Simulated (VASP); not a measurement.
# Cu (P6_3/mmc) in VASP: a series of runs

Aim: see how the results for Cu move with the level of theory and the settings. Levels: PBEsol+D4, PBEsol. Tasks: single point.

Everything below comes from runs of VASP 6.6.1. Logs are shortened: lines on timing, memory, paths and dates and some standing lists are left out, and cuts for length are marked.

## (1) The cell of the first run

It takes space group P6_3/mmc (No. 194, hexagonal). The conventional cell has a = 2.503 Å, b = 2.503 Å, c = 4.076 Å, α = 90.00°, β = 90.00°, γ = 120.00°. Within 3.3 Å of Cu (site symmetry -6m2) lie 12 Cu at 2.50 Å.

## (2) Single point, PBEsol+D4

The input, INCAR:

```
SYSTEM = Cu
PREC = Accurate ; ENCUT = 520
EDIFF = 1E-6 ; ISMEAR = -1
SIGMA = 0.05 ; LREAL = .False.
LASPH = .True. ; NELM = 80
ALGO = Normal ; ISIF = 2
LWAVE = .False. ; LCHARG = .True.
GGA = PS ; IVDW = 13
LELF = .True. ; LVHAR = .True.
NBANDS = 18
```

The input, KPOINTS:

```
Automatic mesh
0
Gamma
  12 12 7
  0 0 0
```

The input, POSCAR:

```
Cu
1.0
    2.5027832502      0.0000000000      0.0000000000
   -1.2513916251      2.1674738748      0.0000000000
    0.0000000000      0.0000000000      4.0755509985
Cu
2
Direct
    0.6666666667      0.3333333333      0.7500000000
    0.3333333333      0.6666666667      0.2500000000
```

Potentials or basis: VASP PAW PBE potentials, release 64 (Cu).

Command:

```bash
cat potpaw_PBE.64/Cu/POTCAR > POTCAR
mpirun -np 1 vasp_std > vasp.out
```

OUTCAR:

```text
SYSTEM = Cu
   PREC = Accurate
   ENCUT = 520
   EDIFF = 1E-6
   ISMEAR = -1
   LREAL = .False.
   LASPH = .True.
   NELM = 80
   ISIF = 2
   GGA = PS
   IVDW = 13

 ion  position               nearest neighbor table
   1  0.667  0.333  0.750-   2 2.50   2 2.50   2 2.50   2 2.50   2 2.50   2 2.50
   2  0.333  0.667  0.250-   1 2.50   1 2.50   1 2.50   1 2.50   1 2.50   1 2.50

  LATTYP: Found a hexagonal cell.
 ALAT       =     2.5027832502
 C/A-ratio  =     1.6284074932

  Lattice vectors:

 A1 = (   2.5027832502,   0.0000000000,   0.0000000000)
 A2 = (  -1.2513916251,   2.1674738748,   0.0000000000)
 A3 = (   0.0000000000,   0.0000000000,   4.0755509985)

Analysis of symmetry for initial positions (statically):
=====================================================================
 Subroutine PRICEL returns:
 Original cell was already a primitive cell.

 Routine SETGRP: Setting up the symmetry group for a
 hexagonal supercell.

 Subroutine GETGRP returns: Found 24 space group operations
 (whereof 12 operations were pure point group operations)
 out of a pool of 24 trial point group operations.

The static configuration has the point symmetry D_3d.
 The point group associated with its full space group is D_6h.

Analysis of symmetry for dynamics (positions and initial velocities):
=====================================================================
 Subroutine PRICEL returns:
 Original cell was already a primitive cell.

 Routine SETGRP: Setting up the symmetry group for a
 hexagonal supercell.

 Subroutine GETGRP returns: Found 24 space group operations
 (whereof 12 operations were pure point group operations)
 out of a pool of 24 trial point group operations.

The dynamic configuration has the point symmetry D_3d.
 The point group associated with its full space group is D_6h.

 Subroutine INISYM returns: Found 24 space group operations
 (whereof 12 operations are pure point group operations),
 and found     1 'primitive' translations

----------------------------------------------------------------------------------------

                                     Primitive cell

  volume of cell :      22.1087

  direct lattice vectors                    reciprocal lattice vectors
     2.502783250  0.000000000  0.000000000     0.399555175  0.230683288  0.000000000
    -1.251391625  2.167473875  0.000000000     0.000000000  0.461366576  0.000000000
     0.000000000  0.000000000  4.075550998     0.000000000  0.000000000  0.245365596

  length of vectors
     2.502783250  2.502783250  4.075550998     0.461366576  0.461366576  0.245365596

  position of ions in fractional coordinates (direct lattice)
     0.666666667  0.333333333  0.750000000
     0.333333333  0.666666667  0.250000000

  ion indices of the primitive-cell ions
   primitive index   ion index
                 1           1
                 2           2

----------------------------------------------------------------------------------------

 KPOINTS: Automatic mesh

Automatic generation of k-mesh.
 Grid dimensions read from file:
 generate k-points for:   12   12    7

 Generating k-lattice:

  Cartesian coordinates                     Fractional coordinates (reciprocal lattice)
     0.033296265  0.019223607  0.000000000     0.083333333  0.000000000  0.000000000
     0.000000000  0.038447215  0.000000000     0.000000000  0.083333333  0.000000000
     0.000000000  0.000000000  0.035052228     0.000000000  0.000000000  0.142857143

  Length of vectors
     0.038447215  0.038447215  0.035052228

  Shift w.r.t. Gamma in fractional coordinates (k-lattice)
     0.000000000  0.000000000  0.000000000

 Subroutine IBZKPT returns following result:
 ===========================================

 Found     76 irreducible k-points:

 Following reciprocal coordinates:
            Coordinates               Weight
  0.000000  0.000000  0.000000      1.000000
  0.083333  0.000000  0.000000      6.000000
  0.166667  0.000000  0.000000      6.000000
  0.250000 -0.000000  0.000000      6.000000
  0.333333  0.000000  0.000000      6.000000
  0.416667  0.000000  0.000000      6.000000
[... 16 lines left out ...]
  0.250000 -0.000000  0.142857     12.000000
  0.333333  0.000000  0.142857     12.000000
 [... further k-points ...]
   k-points           NKPTS =     76   k-points in BZ     NKDIM =     76   number of bands    NBANDS=     18
   number of dos      NEDOS =    301   number of ions     NIONS =      2
   total plane-waves  NPLWV =  12000
   dimension x,y,z NGX =    20 NGY =   20 NGZ =   30
   dimension x,y,z NGXF=    40 NGYF=   40 NGZF=   60
   ions per type =               2
   NGX,Y,Z   is equivalent  to a cutoff of  13.28, 13.28, 12.24 a.u.
   NGXF,Y,Z  is equivalent  to a cutoff of  26.57, 26.57, 24.47 a.u.
 SYSTEM =  Cu
   PREC   = accura    normal or accurate (medium, high low for compatibility)
   ISTART =      0    job   : 0-new  1-cont  2-samecut
   ICHARG =      2    charge: 1-file 2-atom 10-const
   ISPIN  =      1    spin polarized calculation?
   LNONCOLLINEAR =      F non collinear calculations
   LSORBIT =      F    spin-orbit coupling
   LASPH  =      T    aspherical Exc in radial PAW
   ENCUT  =  520.0 eV  38.22 Ry    6.18 a.u.   4.65  4.65  7.58*2*pi/ulx,y,z
   NELM   =     80;   NELMIN=  2; NELMDL= -5     # of ELM steps
   EDIFF  = 0.1E-05   stopping-criterion for ELM
   LREAL  =      F    real-space projection
   EDIFFG = 0.1E-04   stopping-criterion for IOM
   NSW    =      0    number of steps for IOM
   IBRION =     -1    ionic relax: 0-MD 1-quasi-New 2-CG
   NFREE  =      0    steps in history (QN), initial steepest desc. (CG)
   ISIF   =      2    stress and relaxation
   ISYM   =      2    0-nonsym 1-usesym 2-fastsym
   POTIM  = 0.5000    time-step for ionic-motion
   TEBEG  =    0.0;   TEEND  =   0.0 temperature during run
   PSTRESS=    0.0 pullay stress
   NELECT =      22.0000    total number of electrons
   NUPDOWN=      -1.0000    fix difference up-down
   EMIN   =  10.00;   EMAX   =-10.00  energy-range for DOS
   EFERMI =   0.00;   METHOD = LEGACY
   ISMEAR =    -1;   SIGMA  =   0.05  broadening in eV -4-tet -1-fermi 0-gaus
   EFERMI_NEDOS =   21; number of points for ismear=-14 and -15
   IALGO  =     38    algorithm
   IMIX   =      4    mixing-type and parameters
     AMIX     =   0.40;   BMIX     =  1.00
     AMIX_MAG =   1.60;   BMIX_MAG =  1.00
  volume/ion in A,a.u.               =      11.05        74.60
  Fermi-wavevector in a.u.,A,eV,Ry     =   1.634411  3.088589 36.345228  2.671299
  Thomas-Fermi vector in A             =   2.726054
   LORBIT       =      0    0 simple, 1 ext, 2 COOP (PROOUT), +10 PAW based schemes
   GGA     = PS    functional components
   LHFCALC =     F    Hartree Fock is set to
   AEXX    =    0.0000 exact exchange contribution
   IVDW    =    13    specifies the selected vdW correction
   LEPSILON=     F    determine dielectric tensor
   LRPA    =     F    only Hartree local field effects (RPA)
 non-spin polarized calculation
  energy-cutoff  :      520.00
  volume of cell :       22.11
 maximum number of plane-waves:       615
 NGX is ok and might be reduce to    20
   NGX =  9   NGY =  9   NGZ = 15

 number of electron      21.9999977 magnetization

 Free energy of the ion-electron system (eV)
  ---------------------------------------------------
  ext. energy  EPLUGINS =         0.00000000
  ---------------------------------------------------
  free energy    TOTEN  =        -8.57645548 eV

  energy without entropy =       -8.56860692  energy(sigma->0) =       -8.57253120

 E-fermi :   8.1978     XC(G=0): -13.2983

 val. band max:        8.1903557942   @ k =   0.3333   0.1667   0.2857
 cond. band min:       8.2248832272   @ k =   0.5000  -0.0000   0.0000
 fundamental gap:      0.0345274331
 Fermi energy:         8.1978375558

 k-point     1 :       0.0000    0.0000    0.0000
  band No.  band energies     occupation
      1      -1.6601      2.00000
      2       2.7709      2.00000
      3       5.0158      2.00000
      4       5.0745      2.00000
      5       5.0745      2.00000
      6       5.3092      2.00000
[... 10 lines left out ...]
     17      32.5369      0.00000
     18      32.5399      0.00000

 k-point     2 :       0.0833    0.0000    0.0000
  band No.  band energies     occupation
      1      -1.4252      2.00000
      2       2.9075      2.00000
      3       4.8771      2.00000
      4       5.1642      2.00000
      5       5.1858      2.00000
      6       5.2700      2.00000
[... 10 lines left out ...]
     17      33.2220      0.00000
     18      33.5482      0.00000

 k-point     3 :       0.1667    0.0000    0.0000
  band No.  band energies     occupation
      1      -0.7377      2.00000
      2       3.2528      2.00000
      3       4.6672      2.00000
      4       4.8424      2.00000
      5       5.1240      2.00000
      6       5.4166      2.00000
[... 10 lines left out ...]
     17      30.6290      0.00000
     18      32.7114      0.00000

 k-point     4 :       0.2500   -0.0000    0.0000
  band No.  band energies     occupation
      1       0.3377      2.00000
      2       3.5681      2.00000
      3       4.2655      2.00000
      4       4.5180      2.00000
      5       5.0323      2.00000
      6       5.2618      2.00000
[... 10 lines left out ...]
     17      27.2134      0.00000
     18      29.8390      0.00000

 k-point     5 :       0.3333    0.0000    0.0000
  band No.  band energies     occupation
      1       1.6221      2.00000
      2       3.5692      2.00000
      3       3.8650      2.00000
      4       4.5515      2.00000
      5       5.1140      2.00000
      6       5.1208      2.00000
[... 10 lines left out ...]
     17      24.4201      0.00000
     18      28.5989      0.00000

 k-point     6 :       0.4167    0.0000    0.0000
  band No.  band energies     occupation
      1       2.6727      2.00000
      2       3.4168      2.00000
      3       3.6332      2.00000
      4       4.7626      2.00000
      5       5.0125      2.00000
      6       5.1341      2.00000
[... 10 lines left out ...]
     17      22.1011      0.00000
     18      28.1839      0.00000

 k-point     7 :       0.5000   -0.0000    0.0000
  band No.  band energies     occupation
      1       3.0558      2.00000
      2       3.3050      2.00000
      3       3.5577      2.00000
      4       4.9577      2.00000
      5       4.9765      2.00000
      6       5.0955      2.00000
[... 10 lines left out ...]
     17      21.7535      0.00000
     18      28.0700      0.00000

 k-point     8 :       0.0833    0.0833    0.0000
  band No.  band energies     occupation
      1      -0.9636      2.00000
      2       3.1523      2.00000
      3       4.7145      2.00000
      4       5.0408      2.00000
      5       5.1839      2.00000
      6       5.3026      2.00000
[... 10 lines left out ...]
     17      32.4987      0.00000
     18      32.5300      0.00000
[... 229 lines left out ...]
     17      21.8661      0.00000
     18      21.8661      0.00000

 k-point    20 :       0.0000    0.0000    0.1429
  band No.  band energies     occupation
      1      -1.4645      2.00000
      2       2.6542      2.00000
      3       4.9754      2.00000
      4       5.0377      2.00000
      5       5.0377      2.00000
      6       5.2688      2.00000
[... 10 lines left out ...]
     17      31.0925      0.00000
     18      32.6221      0.00000

 k-point    21 :       0.0833    0.0000    0.1429
  band No.  band energies     occupation
      1      -1.2316      2.00000
      2       2.8036      2.00000
      3       4.8755      2.00000
      4       5.0861      2.00000
      5       5.1175      2.00000
      6       5.1508      2.00000
[... 10 lines left out ...]
     17      30.8493      0.00000
     18      32.6852      0.00000

 k-point    22 :       0.1667    0.0000    0.1429
  band No.  band energies     occupation
      1      -0.5514      2.00000
      2       3.1878      2.00000
      3       4.6543      2.00000
      4       4.6886      2.00000
      5       5.0691      2.00000
      6       5.2944      2.00000
[... 10 lines left out ...]
     17      29.7813      0.00000
     18      31.3936      0.00000

 k-point    23 :       0.2500   -0.0000    0.1429
  band No.  band energies     occupation
      1       0.5052      2.00000
      2       3.5563      2.00000
      3       4.1628      2.00000
      4       4.5500      2.00000
      5       4.9502      2.00000
      6       5.2820      2.00000
[... 10 lines left out ...]
     17      28.2775      0.00000
     18      30.5417      0.00000

 k-point    24 :       0.3333    0.0000    0.1429
  band No.  band energies     occupation
      1       1.7391      2.00000
      2       3.5666      2.00000
      3       3.8599      2.00000
      4       4.4943      2.00000
      5       5.0658      2.00000
      6       5.1663      2.00000
[... 10 lines left out ...]
     17      26.2635      0.00000
     18      28.7876      0.00000

 [... further k-points ...]

------------------------ aborting loop because EDIFF is reached ----------------------------------------

  DFT-D4 for vdW energy calculation

  Edisp (eV):   -0.68787

  FORCE on cell =-STRESS in cart. coord.  units (eV):
  Direction    XX          YY          ZZ          XY          YZ          ZX
  --------------------------------------------------------------------------------------
  -------------------------------------------------------------------------------------
  Total       0.09919     0.09919     0.08847     0.00000     0.00000     0.00000
  in kB       7.18809     7.18809     6.41103     0.00000     0.00000     0.00000
  external pressure =        6.93 kB  Pullay stress =        0.00 kB

 VOLUME and BASIS-vectors are now :
 -----------------------------------------------------------------------------
  energy-cutoff  :      520.00
  volume of cell :       22.11
      direct lattice vectors                 reciprocal lattice vectors
     2.502783250  0.000000000  0.000000000     0.399555175  0.230683288  0.000000000
    -1.251391625  2.167473875  0.000000000     0.000000000  0.461366576  0.000000000
     0.000000000  0.000000000  4.075550998     0.000000000  0.000000000  0.245365596

 POSITION                                       TOTAL-FORCE (eV/Angst)
 -----------------------------------------------------------------------------------
      1.25139      0.72249      3.05666        -0.000000     -0.000000      0.000000
     -0.00000      1.44498      1.01889         0.000000      0.000000      0.000000
 -----------------------------------------------------------------------------------
    total drift:                               -0.000000      0.000000     -0.000000

  FREE ENERGIE OF THE ION-ELECTRON SYSTEM (eV)
  ---------------------------------------------------
  free  energy   TOTEN  =        -9.2643281272 eV

  energy  without entropy=       -9.2564795618  energy(sigma->0) =       -9.26040384
```

It took 17 s on 1 thread of Intel Xeon Platinum 8488C (Sapphire Rapids), shared host; peak memory 0.14 GiB.

Results:

```yaml
Free_energy: -9.2643 eV
Pressure: 0.7 GPa
Band_gap_on_the_k_mesh: zero (band 11 reaches 12.37 eV, above the bottom of band 12 at 6.28 eV)
Dispersion_energy_per_atom: -0.344 eV
```

Levels at points of the mesh, in eV from the Fermi level:
| k point | band 7 | band 8 | band 9 | band 10 | band 11 | band 12 | band 13 | band 14 | band 15 | band 16 |
| --- | --- | --- | --- | --- | --- | --- | --- | --- | --- | --- |
| (0.00, 0.00, 0.00) | -2.89 | -2.59 | -2.59 | -1.75 | -1.75 | -1.16 | 4.17 | 21.88 | 22.70 | 22.70 |
| (0.50, 0.00, 0.00) | -2.85 | -1.65 | -1.59 | -1.54 | 0.03 | 1.72 | 8.10 | 8.56 | 11.13 | 11.69 |

Caveat: the PAW data sets were made with another functional, which shifts forces and pressure a little; pairwise dispersion overbinds metals, which lowers pressure and volume.

## (3) Single point, PBEsol

This run uses another cell than the first one, of 11.33 Å³/atom, 1.025 times its volume.

The input, INCAR:

```
  ALGO = Normal
  EDIFF = 1E-7
  ENCUT = 520
  GGA = PS
  ISIF = 2
  ISMEAR = -1
  LASPH = True
  LCHARG = False
  LREAL = False
  LWAVE = False
  NBANDS = 18
  NELM = 80
  PREC = Accurate
  SIGMA = 0.05
```

The input, KPOINTS:

```
k-points
0
Gamma
  12 12 7
```

The input, POSCAR:

```
Cu
1.0
    2.5243584468      0.0000000000      0.0000000000
   -1.2621792234      2.1861585432      0.0000000000
    0.0000000000      0.0000000000      4.1076374566
Cu
2
Direct
    0.6666666667      0.3333333333      0.7500000000
    0.3333333333      0.6666666667      0.2500000000
```

Potentials or basis: VASP PAW PBE potentials, release 64 (Cu).

Command:

```bash
cat potpaw_PBE.64/Cu/POTCAR > POTCAR
mpirun -np 1 vasp_std > vasp.out
```

It took 18 s on 1 thread of Intel Xeon Platinum 8488C (Sapphire Rapids), shared host; peak memory 0.15 GiB.

It converged, with:

```
Free energy            : -8.5870 eV
Pressure               : 0.7 GPa
Band gap on the k mesh : zero (band 11 reaches 11.97 eV, above the bottom of band 12 at 5.99 eV)
```

Levels at points of the mesh, in eV from the Fermi level:
| k point | band 7 | band 8 | band 9 | band 10 | band 11 | band 12 | band 13 | band 14 | band 15 | band 16 |
| --- | --- | --- | --- | --- | --- | --- | --- | --- | --- | --- |
| (0.00, 0.00, 0.00) | -2.81 | -2.52 | -2.52 | -1.72 | -1.72 | -1.08 | 4.05 | 21.68 | 22.29 | 22.29 |
| (0.50, 0.00, 0.00) | -2.78 | -1.62 | -1.56 | -1.51 | 0.03 | 1.66 | 7.98 | 8.41 | 10.98 | 11.44 |

Caveat: the PAW data sets were made with another functional, which shifts forces and pressure a little.
